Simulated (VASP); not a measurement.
A run of VASP 6.6.1 is set up as follows.

File POSCAR:

```
PbS
1.0
    3.6351320118      0.0000000000      0.0000000000
    0.0000000000      3.6351320118      0.0000000000
    0.0000000000      0.0000000000      3.6351320118
Pb S
1 1
Direct
    0.0000000000      0.0000000000      0.0000000000
    0.5000000000      0.5000000000      0.5000000000
```

INCAR.step1

```
  PREC = Accurate
  ENCUT = 520
  EDIFF = 1E-5
  ISMEAR = -1
  SIGMA = 0.02
  LREAL = F
  LASPH = T
  NELM = 100
  ALGO = Normal
  ISIF = 2
  LWAVE = T
  NBANDS = 17
  GGA = PE
```

Contents of INCAR.step2:

```
  PREC = Accurate
  ENCUT = 520
  EDIFF = 1E-7
  ISMEAR = -1
  SIGMA = 0.02
  LREAL = F
  LASPH = T
  NELM = 100
  ALGO = Normal
  ISIF = 2
  LWAVE = F
  LCHARG = T
  GGA = PE
  LHFCALC = T
  HFSCREEN = 0.2079
  PRECFOCK = Normal
  LELF = T
  LVHAR = T
  NBANDS = 17
  ISTART = 1
```

The input KPOINTS:

```
Automatic mesh
0
Gamma
  4 4 4
```

Potentials or basis: VASP PAW PBE potentials, release 64 (Pb_d, S).

Launch:

```console
$ cat potpaw_PBE.64/Pb_d/POTCAR potpaw_PBE.64/S/POTCAR > POTCAR
$ cp INCAR.step1 INCAR
$ mpirun -np 1 vasp_std > vasp.out
$ cp INCAR.step2 INCAR
$ mpirun -np 1 vasp_std > vasp.out
```

Problem. What does it give for the pressure?

Solution. -1.7 GPa.

Problem. Predict the band gap on the k mesh.

Solution. Zero (bands 10 and 11 overlap by 0.23 eV).

Caveat: the k points lie up to 0.43 Å⁻¹ apart; the structure was generated, so it needn't be the stable form of PbS; the PAW data sets were made with another functional, which shifts forces and pressure a little; spin-orbit coupling is left out, which moves the levels of the heavy elements.
